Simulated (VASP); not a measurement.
Wanted: the native input for a VASP 6.6.1 run.

```
Task                   : single point
Functional             : PBE
Potentials or basis    : VASP PAW PBE potentials, release 64 (Mg, Se)
Cutoff                 : 600 eV
k mesh                 : 8 × 8 × 8
Occupations            : fermi-dirac, width 0.02 eV
Spin                   : no spin polarisation
Dipole correction      : no
Further INCAR settings : ALGO = Normal; EDIFF = 1e-06; NBANDS = 11
```

The structure of MgSe lies in POSCAR:

```
MgSe
1.0
    0.0000000000      2.6886644034      2.6886644034
    2.6886644034      0.0000000000      2.6886644034
    2.6886644034      2.6886644034      0.0000000000
Mg Se
1 1
Direct
    0.0000000000      0.0000000000      0.0000000000
    0.5000000000      0.5000000000      0.5000000000
```

This cell differs from its parent crystal: volume scaled by 0.96.

One way to write it, as run:

INCAR

```
ALGO = Normal ; EDIFF = 1E-6
ENCUT = 600 ; GGA = PE
GGA_COMPAT = False ; ISIF = 2
ISMEAR = -1 ; LASPH = True
LCHARG = False ; LREAL = False
LWAVE = False ; NBANDS = 11
NELM = 120 ; PREC = Accurate
SIGMA = 0.02
```

KPOINTS

```
k-points
0
Gamma
  8 8 8
```

Potentials or basis: VASP PAW PBE potentials, release 64 (Mg, Se).

The run is started by

```sh
$ cat potpaw_PBE.64/Mg/POTCAR potpaw_PBE.64/Se/POTCAR > POTCAR
$ mpirun -np 1 vasp_std > vasp.out
```

It gave:

The pressure is 5.0 GPa and the band gap on the k mesh is 1.87 eV, indirect (least direct gap 2.88 eV).

It took 20 s on 1 thread of AMD EPYC 7R43 64-Core Processor (Zen 3), on a shared host, peak memory 0.14 GiB.
